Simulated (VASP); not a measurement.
# Sc (Im-3m) in VASP: further runs

The runs below take Sc through single point, with PBE.

Everything below comes from runs of VASP 6.6.1. Logs are shortened: lines on timing, memory, paths and dates and some standing lists are left out, and cuts for length are marked.

## 1. The cell of the first run

The structure is cubic, space group Im-3m (No. 229). Conventional cell: a = 3.103 Å, b = 3.103 Å, c = 3.103 Å, α = 90.00°, β = 90.00°, γ = 90.00°. Within 3.5 Å of Sc (site symmetry m-3m) lie 14 Sc at 2.69 to 3.10 Å.

## 2. Single point, PBE (volume scaled by 0.6)

INCAR

```
PREC = Accurate ; ENCUT = 520
EDIFF = 1E-6 ; ISMEAR = -1
SIGMA = 0.05 ; LREAL = F
LASPH = T ; NELM = 80
ALGO = Normal ; ISIF = 2
LWAVE = F ; LCHARG = F
GGA = PE ; NBANDS = 12
```

KPOINTS

```
Automatic mesh
0
Gamma
  16 16 16
```

POSCAR

```
Sc
1.0
   -1.5514015156      1.5514015156      1.5514015156
    1.5514015156     -1.5514015156      1.5514015156
    1.5514015156      1.5514015156     -1.5514015156
Sc
1
Direct
    0.0000000000      0.0000000000      0.0000000000
```

Potentials or basis: VASP PAW PBE potentials, release 64 (Sc_sv).

Launch:

```sh
> cat potpaw_PBE.64/Sc_sv/POTCAR > POTCAR
> mpirun -np 1 vasp_std > vasp.out
```

OUTCAR:

```text
PREC = Accurate
   ENCUT = 520
   EDIFF = 1E-6
   ISMEAR = -1
   LREAL = F
   LASPH = T
   NELM = 80
   ISIF = 2
   GGA = PE

 ion  position               nearest neighbor table
   1  0.000  0.000  0.000-

  LATTYP: Found a body centered cubic cell.
 ALAT       =     3.1028030312

  Lattice vectors:

 A1 = (  -1.5514015156,   1.5514015156,   1.5514015156)
 A2 = (   1.5514015156,  -1.5514015156,   1.5514015156)
 A3 = (   1.5514015156,   1.5514015156,  -1.5514015156)

Analysis of symmetry for initial positions (statically):
=====================================================================
 Subroutine PRICEL returns:
 Original cell was already a primitive cell.

 Routine SETGRP: Setting up the symmetry group for a
 body centered cubic supercell.

 Subroutine GETGRP returns: Found 48 space group operations
 (whereof 48 operations were pure point group operations)
 out of a pool of 48 trial point group operations.

The static configuration has the point symmetry O_h .

Analysis of symmetry for dynamics (positions and initial velocities):
=====================================================================
 Subroutine PRICEL returns:
 Original cell was already a primitive cell.

 Routine SETGRP: Setting up the symmetry group for a
 body centered cubic supercell.

 Subroutine GETGRP returns: Found 48 space group operations
 (whereof 48 operations were pure point group operations)
 out of a pool of 48 trial point group operations.

The dynamic configuration has the point symmetry O_h .

 Subroutine INISYM returns: Found 48 space group operations
 (whereof 48 operations are pure point group operations),
 and found     1 'primitive' translations

----------------------------------------------------------------------------------------

                                     Primitive cell

  volume of cell :      14.9359

  direct lattice vectors                    reciprocal lattice vectors
    -1.551401516  1.551401516  1.551401516     0.000000000  0.322289230  0.322289230
     1.551401516 -1.551401516  1.551401516     0.322289230  0.000000000  0.322289230
     1.551401516  1.551401516 -1.551401516     0.322289230  0.322289230  0.000000000

  length of vectors
     2.687106248  2.687106248  2.687106248     0.455785800  0.455785800  0.455785800

  position of ions in fractional coordinates (direct lattice)
     0.000000000  0.000000000  0.000000000

  ion indices of the primitive-cell ions
   primitive index   ion index
                 1           1

----------------------------------------------------------------------------------------

 KPOINTS: Automatic mesh

Automatic generation of k-mesh.
 Grid dimensions read from file:
 generate k-points for:   16   16   16

 Generating k-lattice:

  Cartesian coordinates                     Fractional coordinates (reciprocal lattice)
     0.000000000  0.020143077  0.020143077     0.062500000  0.000000000  0.000000000
     0.020143077  0.000000000  0.020143077     0.000000000  0.062500000  0.000000000
     0.020143077  0.020143077  0.000000000     0.000000000  0.000000000  0.062500000

  Length of vectors
     0.028486613  0.028486613  0.028486613

  Shift w.r.t. Gamma in fractional coordinates (k-lattice)
     0.000000000  0.000000000  0.000000000

 Subroutine IBZKPT returns following result:
 ===========================================

 Found    145 irreducible k-points:

 Following reciprocal coordinates:
            Coordinates               Weight
  0.000000  0.000000  0.000000      1.000000
  0.062500  0.000000  0.000000     12.000000
  0.125000  0.000000  0.000000     12.000000
  0.187500  0.000000  0.000000     12.000000
  0.250000  0.000000  0.000000     12.000000
  0.312500  0.000000  0.000000     12.000000
[... 16 lines left out ...]
  0.187500  0.187500  0.000000     24.000000
  0.250000  0.187500  0.000000     48.000000
 [... further k-points ...]
   k-points           NKPTS =    145   k-points in BZ     NKDIM =    145   number of bands    NBANDS=     12
   number of dos      NEDOS =    301   number of ions     NIONS =      1
   total plane-waves  NPLWV =   8000
   dimension x,y,z NGX =    20 NGY =   20 NGZ =   20
   dimension x,y,z NGXF=    40 NGYF=   40 NGZF=   40
   ions per type =               1
   NGX,Y,Z   is equivalent  to a cutoff of  12.37, 12.37, 12.37 a.u.
   NGXF,Y,Z  is equivalent  to a cutoff of  24.75, 24.75, 24.75 a.u.
 SYSTEM =  unknown system
   PREC   = accura    normal or accurate (medium, high low for compatibility)
   ISTART =      0    job   : 0-new  1-cont  2-samecut
   ICHARG =      2    charge: 1-file 2-atom 10-const
   ISPIN  =      1    spin polarized calculation?
   LNONCOLLINEAR =      F non collinear calculations
   LSORBIT =      F    spin-orbit coupling
   LASPH  =      T    aspherical Exc in radial PAW
   ENCUT  =  520.0 eV  38.22 Ry    6.18 a.u.   5.00  5.00  5.00*2*pi/ulx,y,z
   NELM   =     80;   NELMIN=  2; NELMDL= -5     # of ELM steps
   EDIFF  = 0.1E-05   stopping-criterion for ELM
   LREAL  =      F    real-space projection
   EDIFFG = 0.1E-04   stopping-criterion for IOM
   NSW    =      0    number of steps for IOM
   IBRION =     -1    ionic relax: 0-MD 1-quasi-New 2-CG
   NFREE  =      0    steps in history (QN), initial steepest desc. (CG)
   ISIF   =      2    stress and relaxation
   ISYM   =      2    0-nonsym 1-usesym 2-fastsym
   POTIM  = 0.5000    time-step for ionic-motion
   TEBEG  =    0.0;   TEEND  =   0.0 temperature during run
   PSTRESS=    0.0 pullay stress
   NELECT =      11.0000    total number of electrons
   NUPDOWN=      -1.0000    fix difference up-down
   EMIN   =  10.00;   EMAX   =-10.00  energy-range for DOS
   EFERMI =   0.00;   METHOD = LEGACY
   ISMEAR =    -1;   SIGMA  =   0.05  broadening in eV -4-tet -1-fermi 0-gaus
   EFERMI_NEDOS =   21; number of points for ismear=-14 and -15
   IALGO  =     38    algorithm
   IMIX   =      4    mixing-type and parameters
     AMIX     =   0.40;   BMIX     =  1.00
     AMIX_MAG =   1.60;   BMIX_MAG =  1.00
  volume/ion in A,a.u.               =      14.94       100.79
  Fermi-wavevector in a.u.,A,eV,Ry     =   1.478410  2.793790 29.738196  2.185696
  Thomas-Fermi vector in A             =   2.592694
   LORBIT       =      0    0 simple, 1 ext, 2 COOP (PROOUT), +10 PAW based schemes
   GGA     = PE    functional components
   LHFCALC =     F    Hartree Fock is set to
   AEXX    =    0.0000 exact exchange contribution
   IVDW    =     0    specifies the selected vdW correction
   LEPSILON=     F    determine dielectric tensor
   LRPA    =     F    only Hartree local field effects (RPA)
 non-spin polarized calculation
  energy-cutoff  :      520.00
  volume of cell :       14.94
 maximum number of plane-waves:       420
   NGX =  9   NGY =  9   NGZ =  9

 number of electron      10.9999996 magnetization

 Free energy of the ion-electron system (eV)
  ---------------------------------------------------
  ext. energy  EPLUGINS =         0.00000000
  ---------------------------------------------------
  free energy    TOTEN  =        -4.87731386 eV

  energy without entropy =       -4.86158054  energy(sigma->0) =       -4.86944720

 E-fermi :   7.3066     XC(G=0): -12.0995

 val. band max:        7.2992630163   @ k =  -0.4375   0.4375   0.1875
 cond. band min:       7.3103148053   @ k =   0.2500   0.1875   0.0000
 fundamental gap:      0.0110517889
 Fermi energy:         7.3065556273

 k-point     1 :       0.0000    0.0000    0.0000
  band No.  band energies     occupation
      1     -41.2611      2.00000
      2     -18.8861      2.00000
      3     -18.8861      2.00000
      4     -18.8861      2.00000
      5       1.7201      2.00000
      6       9.3867      0.00000
      7       9.3867      0.00000
      8       9.3867      0.00000
      9      11.8723      0.00000
     10      11.8723      0.00000
     11      25.1293      0.00000
     12      25.1293      0.00000

 k-point     2 :       0.0625    0.0000    0.0000
  band No.  band energies     occupation
      1     -41.2442      2.00000
      2     -18.9641      2.00000
      3     -18.9076      2.00000
      4     -18.8873      2.00000
      5       1.8944      2.00000
      6       9.2829      0.00000
      7       9.3520      0.00000
      8       9.5337      0.00000
      9      11.7340      0.00000
     10      11.8757      0.00000
     11      25.2003      0.00000
     12      25.2363      0.00000

 k-point     3 :       0.1250    0.0000    0.0000
  band No.  band energies     occupation
      1     -41.1957      2.00000
      2     -19.1821      2.00000
      3     -18.9682      2.00000
      4     -18.8907      2.00000
      5       2.3886      2.00000
      6       9.0004      0.00000
      7       9.1941      0.00000
      8       9.9649      0.00000
      9      11.4722      0.00000
     10      11.8940      0.00000
     11      25.2795      0.00000
     12      25.3463      0.00000

 k-point     4 :       0.1875    0.0000    0.0000
  band No.  band energies     occupation
      1     -41.1225      2.00000
      2     -19.4983      2.00000
      3     -19.0575      2.00000
      4     -18.8957      2.00000
      5       3.1127      2.00000
      6       8.6083      0.00000
      7       8.8530      0.00000
      8      10.6490      0.00000
      9      11.3662      0.00000
     10      11.9460      0.00000
     11      25.0136      0.00000
     12      25.0461      0.00000

 k-point     5 :       0.2500    0.0000    0.0000
  band No.  band energies     occupation
      1     -41.0348      2.00000
      2     -19.8578      2.00000
      3     -19.1611      2.00000
      4     -18.9019      2.00000
      5       3.8968      2.00000
      6       8.1847      0.00000
      7       8.4997      0.00000
      8      11.4854      0.00000
      9      11.5310      0.00000
     10      12.0480      0.00000
     11      24.1549      0.00000
     12      24.2325      0.00000

 k-point     6 :       0.3125    0.0000    0.0000
  band No.  band energies     occupation
      1     -40.9458      2.00000
      2     -20.2046      2.00000
      3     -19.2627      2.00000
      4     -18.9082      2.00000
      5       4.4758      2.00000
      6       7.7954      0.00011
      7       8.4816      0.00000
      8      11.7153      0.00000
      9      12.1998      0.00000
     10      12.5240      0.00000
     11      22.8686      0.00000
     12      23.2108      0.00000

 k-point     7 :       0.3750    0.0000    0.0000
  band No.  band energies     occupation
      1     -40.8693      2.00000
      2     -20.4899      2.00000
      3     -19.3473      2.00000
      4     -18.9136      2.00000
      5       4.6753      2.00000
      6       7.4876      0.05215
      7       8.9617      0.00000
      8      11.9270      0.00000
      9      12.3754      0.00000
     10      13.4928      0.00000
     11      21.5367      0.00000
     12      22.2699      0.00000

 k-point     8 :       0.4375    0.0000    0.0000
  band No.  band energies     occupation
      1     -40.8175      2.00000
      2     -20.6764      2.00000
      3     -19.4032      2.00000
      4     -18.9172      2.00000
      5       4.6522      2.00000
      6       7.2918      1.14673
      7       9.6285      0.00000
      8      12.0274      0.00000
      9      12.5225      0.00000
     10      14.2372      0.00000
     11      20.5133      0.00000
     12      21.6184      0.00000
[... 166 lines left out ...]
 k-point    20 :       0.3125    0.1250    0.0000
  band No.  band energies     occupation
      1     -40.8477      2.00000
      2     -20.4473      2.00000
      3     -19.4287      2.00000
      4     -19.0025      2.00000
      5       5.1419      2.00000
      6       7.4662      0.07892
      7       8.4111      0.00000
      8      11.6698      0.00000
      9      12.6337      0.00000
     10      14.1100      0.00000
     11      21.4479      0.00000
     12      22.5282      0.00000

 k-point    21 :       0.3750    0.1250    0.0000
  band No.  band energies     occupation
      1     -40.7998      2.00000
      2     -20.5980      2.00000
      3     -19.5036      2.00000
      4     -19.0084      2.00000
      5       5.1145      2.00000
      6       7.3279      0.79009
      7       8.9051      0.00000
      8      11.8494      0.00000
      9      12.7800      0.00000
     10      14.8997      0.00000
     11      20.3702      0.00000
     12      21.9459      0.00000

 k-point    22 :       0.4375    0.1250    0.0000
  band No.  band energies     occupation
      1     -40.7829      2.00000
      2     -20.6504      2.00000
      3     -19.5299      2.00000
      4     -19.0104      2.00000
      5       5.0787      2.00000
      6       7.2793      1.26619
      7       9.1398      0.00000
      8      11.8860      0.00000
      9      12.8705      0.00000
     10      15.2148      0.00000
     11      19.9345      0.00000
     12      21.7378      0.00000

 k-point    23 :       0.1875    0.1875    0.0000
  band No.  band energies     occupation
      1     -40.9255      2.00000
      2     -20.1575      2.00000
      3     -19.3184      2.00000
      4     -19.0221      2.00000
      5       5.0200      2.00000
      6       7.5740      0.00947
      7       8.0756      0.00000
      8      11.2359      0.00000
      9      12.5406      0.00000
     10      13.1128      0.00000
     11      23.1945      0.00000
     12      23.4616      0.00000

 k-point    24 :       0.2500    0.1875    0.0000
  band No.  band energies     occupation
      1     -40.8548      2.00000
      2     -20.3403      2.00000
      3     -19.4699      2.00000
      4     -19.0470      2.00000
      5       5.5236      2.00000
      6       7.3103      0.96243
      7       8.0592      0.00000
      8      11.4542      0.00000
      9      12.6572      0.00000
     10      14.2105      0.00000
     11      22.0138      0.00000
     12      22.6302      0.00000

 [... further k-points ...]
[... 5 lines left out ...]
  --------------------------------------------------------------------------------------
  -------------------------------------------------------------------------------------
  Total        5.3136150      5.3136150      5.3136150      0.0000000     -0.0000000      0.0000000
  in kB      569.9910538    569.9910538    569.9910538      0.0000000     -0.0000000      0.0000000
  external PRESSURE =     569.9910538 kB  Pullay stress =       0.0000000 kB

 VOLUME and BASIS-vectors are now :
 -----------------------------------------------------------------------------
  energy-cutoff  :      520.00
  volume of cell :       14.94
      direct lattice vectors                 reciprocal lattice vectors
    -1.551401516  1.551401516  1.551401516     0.000000000  0.322289230  0.322289230
     1.551401516 -1.551401516  1.551401516     0.322289230  0.000000000  0.322289230
     1.551401516  1.551401516 -1.551401516     0.322289230  0.322289230  0.000000000

 POSITION                                       TOTAL-FORCE (eV/Angst)
 -----------------------------------------------------------------------------------
      0.00000      0.00000      0.00000         0.000000      0.000000      0.000000
 -----------------------------------------------------------------------------------
    total drift:                                0.000000     -0.000000      0.000000

  FREE ENERGIE OF THE ION-ELECTRON SYSTEM (eV)
  ---------------------------------------------------
  free  energy   TOTEN  =        -4.8773138573 eV

  energy  without entropy=       -4.8615805413  energy(sigma->0) =       -4.86944720
```

Wall time 12 s (1 thread of Intel Xeon Platinum 8488C (Sapphire Rapids), shared host); peak memory 0.14 GiB.

Results:

```
Free energy : -4.8773 eV
Pressure    : 57.0 GPa
```

## 3. Single point, PBE (volume scaled by 0.7)

INCAR

```
ALGO = Normal
EDIFF = 1E-6
ENCUT = 520
GGA = PE
ISIF = 2
ISMEAR = -1
LASPH = T
LCHARG = F
LREAL = F
LWAVE = F
NBANDS = 12
NELM = 100
PREC = Accurate
SIGMA = 0.05
```

KPOINTS

```
k-points
0
Gamma
  16 16 16
```

POSCAR

```
Sc
1.0
   -1.6332016422      1.6332016422      1.6332016422
    1.6332016422     -1.6332016422      1.6332016422
    1.6332016422      1.6332016422     -1.6332016422
Sc
1
Direct
    0.0000000000      0.0000000000      0.0000000000
```

Potentials or basis: VASP PAW PBE potentials, release 64 (Sc_sv).

Launch:

```sh
> cat potpaw_PBE.64/Sc_sv/POTCAR > POTCAR
> mpirun -np 1 vasp_std > vasp.out
```

It took 12 s on 1 thread of Intel Xeon Platinum 8488C (Sapphire Rapids), shared host; peak memory 0.16 GiB.

It converged, with:

```yaml
Free_energy: -5.5568 eV
Pressure: 32.3 GPa
```

Levels at points of the mesh, in eV from the Fermi level:
| k point | band 2 | band 3 | band 4 | band 5 | band 6 | band 7 | band 8 | band 9 |
| --- | --- | --- | --- | --- | --- | --- | --- | --- |
| (0.00, 0.00, 0.00) | -26.82 | -26.82 | -26.82 | -5.71 | 1.88 | 1.88 | 1.88 | 3.98 |
| (0.50, 0.00, 0.00) | -28.01 | -27.17 | -26.83 | -2.40 | 0.07 | 1.62 | 4.06 | 4.54 |
| (0.50, 0.50, 0.50) | -27.60 | -27.60 | -27.60 | -2.23 | -2.23 | 5.65 | 5.65 | 5.65 |

## 4. Single point, PBE (volume scaled by 0.7)

INCAR

```
SYSTEM = Sc
PREC = Accurate
ENCUT = 520
EDIFF = 1E-6
ISMEAR = -1
SIGMA = 0.05
LREAL = .False.
LASPH = .True.
NELM = 60
ALGO = Normal
ISIF = 2
LWAVE = .False.
LCHARG = .False.
GGA = PE
NBANDS = 12
```

KPOINTS

```
regular mesh
0
Gamma
  16 16 16
  0 0 0
```

POSCAR is that of step 3.

Launch:

```sh
> cat potpaw_PBE.64/Sc_sv/POTCAR > POTCAR
> mpirun -np 1 vasp_std > vasp.out
```

Wall time 15 s (1 thread of Intel Xeon Platinum 8488C (Sapphire Rapids), shared host); peak memory 0.16 GiB.

It converged, with:

```
Free energy : -5.5568 eV
Pressure    : 32.3 GPa
```

Levels at points of the mesh, in eV from the Fermi level:
```
           k point  band 1  band 2  band 3  band 4  band 5  band 6  band 7  band 8  band 9  band 10
(0.00, 0.00, 0.00)  -48.80  -26.82  -26.82  -26.82   -5.71    1.88    1.88    1.88    3.98     3.98
(0.50, 0.00, 0.00)  -48.54  -28.01  -27.17  -26.83   -2.40    0.07    1.62    4.06    4.54     6.13
(0.50, 0.50, 0.50)  -48.37  -27.60  -27.60  -27.60   -2.23   -2.23    5.65    5.65    5.65     8.93
```
